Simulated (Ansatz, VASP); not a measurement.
One calculation of Ti, two programs

```
Ti
1.0
    -1.64100    1.64100    1.64100
     1.64100   -1.64100    1.64100
     1.64100    1.64100   -1.64100
Ti
1
Direct
  0.00000 0.00000 0.00000
```

Alike in both runs: task single point; functional PBE; k mesh 11 × 11 × 11; occupations gaussian, width 0.023 eV; no spin polarisation.

|  | VASP | Ansatz |
| --- | --- | --- |
| version | VASP 6.6.1 | Ansatz 0.2.0 |
| potentials or method | VASP PAW PBE potentials, release 64 (Ti_sv), cutoff 500 eV | all-electron LAPW, scalar-relativistic |

```csv
,VASP,Ansatz,Ansatz less VASP
gap on the k mesh at the Fermi level (eV),none,none,-
pressure (GPa),-3.1,-2.9,+0.27
```

A gap of «none» marks a metal or a gap that the smearing closes. Ansatz ran all-electron here, and VASP with PAW potentials.
